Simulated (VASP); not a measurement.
Write the native input for VASP 6.6.1 that does the following.

```
Task                   : single point
Functional             : PBE
Potentials or basis    : VASP PAW PBE potentials, release 64 (Ge_d)
Cutoff                 : 500 eV
k mesh                 : 10 × 10 × 10
Occupations            : gaussian, width 0.1 eV
Spin                   : no spin polarisation
Dipole correction      : no
Further INCAR settings : ALGO = Normal; EDIFF = 1e-06; NBANDS = 13
```

The structure of Ge lies in POSCAR:

```
Ge
1.0
    0.0000000000      2.0983605250      2.0983605250
    2.0983605250      0.0000000000      2.0983605250
    2.0983605250      2.0983605250      0.0000000000
Ge
1
Direct
    0.0000000000      0.0000000000      0.0000000000
```

These files were run (other wordings do the same):

INCAR

```
SYSTEM = Ge
  PREC = Accurate
  ENCUT = 500
  EDIFF = 1E-6
  ISMEAR = 0
  SIGMA = 0.1
  LREAL = .FALSE.
  LASPH = .TRUE.
  NELM = 120
  ALGO = Normal
  ISIF = 2
  LWAVE = .FALSE.
  LCHARG = .TRUE.
  GGA = PE
  LELF = .TRUE.
  LVHAR = .TRUE.
  NBANDS = 13
  GGA_COMPAT = .FALSE.
```

KPOINTS

```
regular mesh
0
G
  10 10 10
  0 0 0
```

Potentials or basis: VASP PAW PBE potentials, release 64 (Ge_d).

Command:

```bash
$ cat potpaw_PBE.64/Ge_d/POTCAR > POTCAR
$ mpirun -np 1 vasp_std > vasp.out
```

Results of the run:

| Quantity | Value |
| --- | --- |
| Pressure | 3.7 GPa |
| Band gap on the k mesh | zero (band 7 reaches 16.23 eV, above the bottom of band 8 at 4.69 eV) |

Run time: 12 s on 1 thread of AMD EPYC 7R43 64-Core Processor (Zen 3), on a shared host, peak memory 0.1 GiB.
